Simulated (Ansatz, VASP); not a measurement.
## W: VASP beside Ansatz

Contents of INCAR:

```
PREC = Accurate
ENCUT = 500
EDIFF = 1E-6
ISMEAR = 0
SIGMA = 0.1
LREAL = F
LASPH = T
NELM = 120
ALGO = Normal
ISIF = 2
LWAVE = F
LCHARG = F
GGA = CA
NBANDS = 13
GGA_COMPAT = F
```

The input KPOINTS:

```
Automatic mesh
0
Gamma
  8 8 8
```

POSCAR

```
W
1.0
    0.0000000000      2.0300000000      2.0300000000
    2.0300000000      0.0000000000      2.0300000000
    2.0300000000      2.0300000000      0.0000000000
W
1
Direct
    0.0000000000      0.0000000000      0.0000000000
```

Input for Ansatz:

```yaml
crystal:
  lattice:
    - [0.0, 2.03, 2.03]
    - [2.03, 0.0, 2.03]
    - [2.03, 2.03, 0.0]
  atoms:
    - { symbol: W, position: [0.0, 0.0, 0.0] }
basis:
  ecutwfc: 420
kpoints:
  mp_grid: { grid: [8, 8, 8] }
hamiltonian:
  xc: lda
scf:
  occupations: { method: gaussian, width: 0.1 }
output:
  forces: true
  stress: true
  eigenvalues: true
```

Alike in both runs: task single point; functional LDA; k mesh 8 × 8 × 8; occupations gaussian, width 0.1 eV; no spin polarisation.

|  | VASP | Ansatz |
| --- | --- | --- |
| version | VASP 6.6.1 | Ansatz 0.2.0 |
| potentials or method | VASP PAW LDA potentials, release 64 (W_sv), cutoff 500 eV | scalar-relativistic, plane waves, PAW |
| valence electrons in the cell | 14 | 14 |

Ansatz gave:

| Quantity | Value |
| --- | --- |
| gap on the k mesh at the Fermi level (eV) | none |
| pressure (GPa) | -17.4 |

Q: Estimate VASP's values.

A: gap on the k mesh at the Fermi level (eV): none; pressure (GPa): -16.0.

LDA's correlation is that of Perdew and Zunger in VASP and of Perdew and Wang (1992) in Ansatz. A gap of «none» marks a metal or a gap that the smearing closes.

Spin-orbit coupling is off throughout.
